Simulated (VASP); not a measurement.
Runs of VASP 6.6.1 on Ru. The structure is that of space group P6_3/mmc (No. 194), or close to it. The cells are those of the table. 

```tsv
cell	gap on the mesh (eV)	pressure (GPa)
a = 2.388, b = 2.388, c = 3.816 Å, angles 90.0, 90.0, 120.0°, 2 atoms	none	258.1
a = 2.294, b = 2.294, c = 3.677 Å, angles 90.0, 90.0, 120.0°, 2 atoms	none	451.6
a = 2.476, b = 2.476, c = 3.944 Å, angles 90.0, 90.0, 120.0°, 2 atoms	none	(a)
a = 2.674, b = 2.674, c = 4.226 Å, angles 90.0, 90.0, 120.0°, 2 atoms	none	0.6
```

Alike in all rows: task single point; level LDA; potentials or basis VASP PAW LDA potentials, release 64 (Ru_sv); no spin polarisation; k mesh 18 × 18 × 10; smearing fermi-dirac 0.05 eV.

**Question.** Estimate the missing entries.

**Answer.** (a) 138.8.

Caveats: the cell stands under pressure (at least some runs).

A k mesh can miss the band edges, and the runs leave out spin-orbit coupling on Ru.

A gap of «none» marks levels without a gap at the run's occupations.
